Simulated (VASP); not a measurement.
A run of VASP 6.6.1:

File POSCAR:

```
SrO
1.0
    3.1028650671      0.0871905084      0.0000000000
    0.0871905084      3.1028650671      0.0000000000
    0.0000000000      0.0000000000      3.1028650671
Sr O
1 1
Direct
    0.0000000000      0.0000000000      0.0000000000
    0.5000000000      0.5000000000      0.5000000000
```

Contents of INCAR.step1:

```
PREC = Accurate
ENCUT = 520
ISMEAR = 0
SIGMA = 0.01
LREAL = False
LASPH = True
NELM = 100
NBANDS = 15
GGA = PE
ALGO = Normal
EDIFF = 1E-4
LWAVE = True
LCHARG = False
```

The input INCAR.step2:

```
PREC = Accurate
ENCUT = 520
EDIFF = 1E-6
ISMEAR = 0
SIGMA = 0.01
LREAL = False
LASPH = True
NELM = 100
ALGO = Normal
ISIF = 2
LWAVE = False
LCHARG = True
METAGGA = R2SCAN
LMIXTAU = True
LELF = True
LVHAR = True
NBANDS = 15
ISTART = 1
```

Contents of KPOINTS:

```
regular mesh
0
Gamma
  8 8 8
```

Potentials or basis: VASP PAW PBE potentials, release 64 (Sr_sv, O).

The run is started by

```console
$ cat potpaw_PBE.64/Sr_sv/POTCAR potpaw_PBE.64/O/POTCAR > POTCAR
$ cp INCAR.step1 INCAR
$ mpirun -np 1 vasp_std > vasp.out
$ cp INCAR.step2 INCAR
$ mpirun -np 1 vasp_std > vasp.out
```

Hardware: 1 thread of Intel Xeon 6975P-C, with other jobs on the host.

Question: How long does it take, and how much memory?

Answer: Run time: 95 s on 1 thread of Intel Xeon 6975P-C, on a shared host, peak memory 0.18 GiB. Counts: k points 105.
